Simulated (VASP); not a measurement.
Write the native input for VASP 6.6.1 that does the following.

* Task: single point
* Functional: PBE
* Potentials or basis: VASP PAW PBE potentials, release 64 (Cu, O)
* Cutoff: 520 eV
* k mesh: 12 × 12 × 8
* Occupations: gaussian, width 0.05 eV
* Spin: collinear spin
* Starting moments: [0.05, 0.05, 0.0, 0.0] μB
* Dipole correction: no
* Further INCAR settings: ALGO = Fast; EDIFF = 1e-06; NBANDS = 29

The structure of CuO lies in POSCAR:

```
CuO
1.0
    2.1229234958     -2.0821719071      0.1623629266
    2.1229234958      2.0821719071      0.1623629266
   -0.4128846307      0.0000000000      5.1359082587
Cu O
2 2
Direct
    0.0000000000      0.5000000000      0.0000000000
    0.5000000000      0.0000000000      0.5000000000
    0.5001697937      0.4998302063      0.2500000000
    0.4998302063      0.5001697937      0.7500000000
```

These files were run (other wordings do the same):

INCAR

```
SYSTEM = CuO
PREC = Accurate ; ENCUT = 520
EDIFF = 1E-6 ; ISMEAR = 0
SIGMA = 0.05 ; LREAL = .False.
LASPH = .True. ; NELM = 150
ALGO = Fast ; ISIF = 2
LWAVE = .False. ; LCHARG = .False.
ISPIN = 2 ; MAGMOM = 0.05 0.05 0 0
LORBIT = 11 ; LMAXMIX = 4
GGA = PE ; NBANDS = 29
```

KPOINTS

```
regular mesh
0
Gamma
  12 12 8
  0 0 0
```

Potentials or basis: VASP PAW PBE potentials, release 64 (Cu, O).

Run with:

```bash
$ cat potpaw_PBE.64/Cu/POTCAR potpaw_PBE.64/O/POTCAR > POTCAR
$ mpirun -np 1 vasp_std > vasp.out
```

It gave:

```json
{
  "Pressure": "-2.0 GPa",
  "Largest force": "0.016 eV/Å",
  "Net moment": "0.04 μB per cell",
  "Valence electrons inside the program's atomic spheres": "Cu 9.87; O 4.94"
}
```

It took 17 min on 1 thread of Oxide Virtual Turin-like Processor (shared host), peak memory 0.59 GiB.
